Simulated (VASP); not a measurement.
# Cu (P6_3/mmc) in VASP: notebook

The runs below take Cu through single point, relaxation of cell and atoms, with PBEsol, LDA, PBEsol+D3(BJ).

Everything below comes from runs of VASP 6.6.1. Logs are shortened: lines on timing, memory, paths and dates and some standing lists are left out, and cuts for length are marked.

## (1) The cell of the first run

It takes space group P6_3/mmc (No. 194, hexagonal). Conventional cell: a = 2.513 Å, b = 2.513 Å, c = 8.259 Å, α = 90.00°, β = 90.00°, γ = 120.00°. Within 3.3 Å of Cu (site symmetry -3m) lie 12 Cu at 2.51 to 2.52 Å. Within 3.3 Å of Cu (site symmetry -6m2) lie 12 Cu at 2.51 to 2.52 Å.

## (2) Single point, PBEsol

Contents of INCAR:

```
ALGO = Normal
EDIFF = 1E-6
ENCUT = 520
GGA = PS
ISIF = 2
ISMEAR = 1
LASPH = T
LCHARG = F
LREAL = F
LWAVE = F
NBANDS = 30
NELM = 100
PREC = Accurate
SIGMA = 0.1
```

Contents of KPOINTS:

```
k-points
0
Gamma
  11 11 3
```

Contents of POSCAR:

```
Cu
1.0
    2.5130177757      0.0000000000      0.0000000000
   -1.2565088879      2.1763372340      0.0000000000
    0.0000000000      0.0000000000      8.2590680431
Cu
4
Direct
    0.0000000000      0.0000000000      0.0000000000
    0.0000000000      0.0000000000      0.5000000000
    0.3333333333      0.6666666667      0.2500000000
    0.6666666667      0.3333333333      0.7500000000
```

Potentials or basis: VASP PAW PBE potentials, release 64 (Cu).

Started as:

```
$ cat potpaw_PBE.64/Cu/POTCAR > POTCAR
$ mpirun -np 1 vasp_std > vasp.out
```

OUTCAR:

```text
EDIFF = 1E-6
   ENCUT = 520
   GGA = PS
   ISIF = 2
   ISMEAR = 1
   LASPH = T
   LREAL = F
   NELM = 100
   PREC = Accurate

 ion  position               nearest neighbor table
   1  0.000  0.000  0.000-   3 2.52   4 2.52   4 2.52   3 2.52   4 2.52   3 2.52
   2  0.000  0.000  0.500-   3 2.52   4 2.52   4 2.52   3 2.52   4 2.52   3 2.52
   3  0.333  0.667  0.250-   1 2.52   2 2.52   1 2.52   2 2.52   1 2.52   2 2.52
   4  0.667  0.333  0.750-   1 2.52   2 2.52   1 2.52   2 2.52   1 2.52   2 2.52

  LATTYP: Found a hexagonal cell.
 ALAT       =     2.5130177757
 C/A-ratio  =     3.2865139765

  Lattice vectors:

 A1 = (   2.5130177757,   0.0000000000,   0.0000000000)
 A2 = (  -1.2565088879,   2.1763372340,   0.0000000000)
 A3 = (   0.0000000000,   0.0000000000,   8.2590680431)

Analysis of symmetry for initial positions (statically):
=====================================================================
 Subroutine PRICEL returns:
 Original cell was already a primitive cell.

 Routine SETGRP: Setting up the symmetry group for a
 hexagonal supercell.

 Subroutine GETGRP returns: Found 24 space group operations
 (whereof 12 operations were pure point group operations)
 out of a pool of 24 trial point group operations.

The static configuration has the point symmetry D_3d.
 The point group associated with its full space group is D_6h.

Analysis of symmetry for dynamics (positions and initial velocities):
=====================================================================
 Subroutine PRICEL returns:
 Original cell was already a primitive cell.

 Routine SETGRP: Setting up the symmetry group for a
 hexagonal supercell.

 Subroutine GETGRP returns: Found 24 space group operations
 (whereof 12 operations were pure point group operations)
 out of a pool of 24 trial point group operations.

The dynamic configuration has the point symmetry D_3d.
 The point group associated with its full space group is D_6h.

 Subroutine INISYM returns: Found 24 space group operations
 (whereof 12 operations are pure point group operations),
 and found     1 'primitive' translations

----------------------------------------------------------------------------------------

                                     Primitive cell

  volume of cell :      45.1703

  direct lattice vectors                    reciprocal lattice vectors
     2.513017776  0.000000000  0.000000000     0.397927945  0.229743806  0.000000000
    -1.256508888  2.176337234  0.000000000     0.000000000  0.459487613  0.000000000
     0.000000000  0.000000000  8.259068043     0.000000000  0.000000000  0.121079036

  length of vectors
     2.513017776  2.513017776  8.259068043     0.459487613  0.459487613  0.121079036

  position of ions in fractional coordinates (direct lattice)
     0.000000000  0.000000000  0.000000000
     0.000000000  0.000000000  0.500000000
     0.333333333  0.666666667  0.250000000
     0.666666667  0.333333333  0.750000000

  ion indices of the primitive-cell ions
   primitive index   ion index
                 1           1
                 2           2
                 3           3
                 4           4

----------------------------------------------------------------------------------------

 KPOINTS: k-points

Automatic generation of k-mesh.
 Grid dimensions read from file:
 generate k-points for:   11   11    3

 Generating k-lattice:

  Cartesian coordinates                     Fractional coordinates (reciprocal lattice)
     0.036175268  0.020885801  0.000000000     0.090909091 -0.000000000  0.000000000
     0.000000000  0.041771601  0.000000000     0.000000000  0.090909091  0.000000000
     0.000000000  0.000000000  0.040359679     0.000000000  0.000000000  0.333333333

  Length of vectors
     0.041771601  0.041771601  0.040359679

  Shift w.r.t. Gamma in fractional coordinates (k-lattice)
     0.000000000  0.000000000  0.000000000

 Subroutine IBZKPT returns following result:
 ===========================================

 Found     32 irreducible k-points:

 Following reciprocal coordinates:
            Coordinates               Weight
  0.000000  0.000000  0.000000      1.000000
  0.090909  0.000000  0.000000      6.000000
  0.181818  0.000000  0.000000      6.000000
  0.272727  0.000000  0.000000      6.000000
  0.363636  0.000000  0.000000      6.000000
  0.454545  0.000000  0.000000      6.000000
[... 16 lines left out ...]
  0.090909  0.090909  0.333333     12.000000
  0.181818  0.090909  0.333333     24.000000
 [... further k-points ...]
   k-points           NKPTS =     32   k-points in BZ     NKDIM =     32   number of bands    NBANDS=     30
   number of dos      NEDOS =    301   number of ions     NIONS =      4
   total plane-waves  NPLWV =  25600
   dimension x,y,z NGX =    20 NGY =   20 NGZ =   64
   dimension x,y,z NGXF=    40 NGYF=   40 NGZF=  128
   ions per type =               4
   NGX,Y,Z   is equivalent  to a cutoff of  13.23, 13.23, 12.88 a.u.
   NGXF,Y,Z  is equivalent  to a cutoff of  26.46, 26.46, 25.76 a.u.
 SYSTEM =  unknown system
   PREC   = accura    normal or accurate (medium, high low for compatibility)
   ISTART =      0    job   : 0-new  1-cont  2-samecut
   ICHARG =      2    charge: 1-file 2-atom 10-const
   ISPIN  =      1    spin polarized calculation?
   LNONCOLLINEAR =      F non collinear calculations
   LSORBIT =      F    spin-orbit coupling
   LASPH  =      T    aspherical Exc in radial PAW
   ENCUT  =  520.0 eV  38.22 Ry    6.18 a.u.   4.67  4.67 15.36*2*pi/ulx,y,z
   NELM   =    100;   NELMIN=  2; NELMDL= -5     # of ELM steps
   EDIFF  = 0.1E-05   stopping-criterion for ELM
   LREAL  =      F    real-space projection
   EDIFFG = 0.1E-04   stopping-criterion for IOM
   NSW    =      0    number of steps for IOM
   IBRION =     -1    ionic relax: 0-MD 1-quasi-New 2-CG
   NFREE  =      0    steps in history (QN), initial steepest desc. (CG)
   ISIF   =      2    stress and relaxation
   ISYM   =      2    0-nonsym 1-usesym 2-fastsym
   POTIM  = 0.5000    time-step for ionic-motion
   TEBEG  =    0.0;   TEEND  =   0.0 temperature during run
   PSTRESS=    0.0 pullay stress
   NELECT =      44.0000    total number of electrons
   NUPDOWN=      -1.0000    fix difference up-down
   EMIN   =  10.00;   EMAX   =-10.00  energy-range for DOS
   EFERMI =   0.00;   METHOD = LEGACY
   ISMEAR =     1;   SIGMA  =   0.10  broadening in eV -4-tet -1-fermi 0-gaus
   EFERMI_NEDOS =   21; number of points for ismear=-14 and -15
   IALGO  =     38    algorithm
   IMIX   =      4    mixing-type and parameters
     AMIX     =   0.40;   BMIX     =  1.00
     AMIX_MAG =   1.60;   BMIX_MAG =  1.00
  volume/ion in A,a.u.               =      11.29        76.21
  Fermi-wavevector in a.u.,A,eV,Ry     =   1.622837  3.066716 35.832284  2.633599
  Thomas-Fermi vector in A             =   2.716385
   LORBIT       =      0    0 simple, 1 ext, 2 COOP (PROOUT), +10 PAW based schemes
   GGA     = PS    functional components
   LHFCALC =     F    Hartree Fock is set to
   AEXX    =    0.0000 exact exchange contribution
   IVDW    =     0    specifies the selected vdW correction
   LEPSILON=     F    determine dielectric tensor
   LRPA    =     F    only Hartree local field effects (RPA)
 non-spin polarized calculation
 Methfessel and Paxton  Order N= 1 SIGMA  =   0.10
  energy-cutoff  :      520.00
  volume of cell :       45.17
 maximum number of plane-waves:      1228
 NGX is ok and might be reduce to    20
   NGX =  9   NGY =  9   NGZ = 31

 number of electron      43.9999986 magnetization

 Free energy of the ion-electron system (eV)
  ---------------------------------------------------
  ext. energy  EPLUGINS =         0.00000000
  ---------------------------------------------------
  free energy    TOTEN  =       -17.21521636 eV

  energy without entropy =      -17.21526441  energy(sigma->0) =      -17.21523238

 E-fermi :   8.0414     XC(G=0): -13.1730

 val. band max:        8.0316982930   @ k =   0.2727   0.1818   0.0000
 cond. band min:       8.0898269186   @ k =   0.2727   0.1818   0.0000
 fundamental gap:      0.0581286256
 Fermi energy:         8.0414212100

 k-point     1 :       0.0000    0.0000    0.0000
  band No.  band energies     occupation
      1      -1.7704      2.00000
      2       0.3955      2.00000
      3       0.3961      2.00000
      4       2.5911      2.00000
      5       4.4977      2.00000
      6       4.5032      2.00000
[... 22 lines left out ...]
     29      30.2677      0.00000
     30      30.6188      0.00000

 k-point     2 :       0.0909    0.0000    0.0000
  band No.  band energies     occupation
      1      -1.4936      2.00000
      2       0.6416      2.00000
      3       0.6422      2.00000
      4       2.7565      2.00000
      5       4.3774      2.00000
      6       4.4416      2.00000
[... 22 lines left out ...]
     29      28.1146      0.00000
     30      28.1488      0.00000

 k-point     3 :       0.1818    0.0000    0.0000
  band No.  band energies     occupation
      1      -0.6872      2.00000
      2       1.3222      2.00000
      3       1.3229      2.00000
      4       3.1637      2.00000
      5       4.1687      2.00000
      6       4.2893      2.00000
[... 22 lines left out ...]
     29      23.9396      0.00000
     30      24.0218      0.00000

 k-point     4 :       0.2727    0.0000    0.0000
  band No.  band energies     occupation
      1       0.5513      2.00000
      2       2.1791      2.00000
      3       2.1813      2.00000
      4       3.4636      2.00000
      5       3.9554      2.00000
      6       4.0434      2.00000
[... 616 lines left out ...]
     29      19.2701      0.00000
     30      21.1377      0.00000

 k-point    23 :       0.0909    0.0909    0.3333
  band No.  band energies     occupation
      1      -0.7035      2.00000
      2       0.0156      2.00000
      3       2.2779      2.00000
      4       2.9278      2.00000
      5       4.2308      2.00000
      6       4.3897      2.00000
[... 22 lines left out ...]
     29      25.0431      0.00000
     30      25.2208      0.00000

 k-point    24 :       0.1818    0.0909    0.3333
  band No.  band energies     occupation
      1       0.3059      2.00000
      2       0.9543      2.00000
      3       2.8758      2.00000
      4       3.3944      2.00000
      5       3.9746      2.00000
      6       3.9968      2.00000
[... 22 lines left out ...]
     29      22.5770      0.00000
     30      23.2402      0.00000

 [... further k-points ...]
[... 5 lines left out ...]
  --------------------------------------------------------------------------------------
  -------------------------------------------------------------------------------------
  Total        0.2440895      0.2440895      0.2543898     -0.0000000      0.0000000     -0.0000000
  in kB        8.6577869      8.6577869      9.0231357     -0.0000000      0.0000000     -0.0000000
  external PRESSURE =       8.7795698 kB  Pullay stress =       0.0000000 kB

 VOLUME and BASIS-vectors are now :
 -----------------------------------------------------------------------------
  energy-cutoff  :      520.00
  volume of cell :       45.17
      direct lattice vectors                 reciprocal lattice vectors
     2.513017776  0.000000000  0.000000000     0.397927945  0.229743806  0.000000000
    -1.256508888  2.176337234  0.000000000     0.000000000  0.459487613  0.000000000
     0.000000000  0.000000000  8.259068043     0.000000000  0.000000000  0.121079036

 POSITION                                       TOTAL-FORCE (eV/Angst)
 -----------------------------------------------------------------------------------
      0.00000      0.00000      0.00000        -0.000000      0.000000     -0.000000
      0.00000      0.00000      4.12953        -0.000000      0.000000     -0.000000
     -0.00000      1.45089      2.06477         0.000000     -0.000000      0.000000
      1.25651      0.72545      6.19430        -0.000000      0.000000     -0.000000
 -----------------------------------------------------------------------------------
    total drift:                                0.000000     -0.000000      0.000000

  FREE ENERGIE OF THE ION-ELECTRON SYSTEM (eV)
  ---------------------------------------------------
  free  energy   TOTEN  =       -17.2152163557 eV

  energy  without entropy=      -17.2152644139  energy(sigma->0) =      -17.21523238
```

It took 36 s on 1 thread of AMD EPYC 7R13 (Zen 3), shared host; peak memory 0.15 GiB.

Results:

- Free energy: -17.2152 eV
- Pressure: 0.9 GPa
- Band gap on the k mesh: zero (band 22 reaches 10.70 eV, above the bottom of band 23 at 6.18 eV)

Levels at points of the mesh, in eV from the Fermi level:
| k point | band 18 | band 19 | band 20 | band 21 | band 22 | band 23 | band 24 | band 25 | band 26 | band 27 |
| --- | --- | --- | --- | --- | --- | --- | --- | --- | --- | --- |
| (0.00, 0.00, 0.00) | -2.27 | -2.27 | -2.10 | -2.10 | -1.80 | -1.80 | -1.30 | 3.80 | 12.55 | 12.55 |

Caveat: the PAW data sets were made with another functional, which shifts forces and pressure a little.

(Continued in part 2 of 2.)
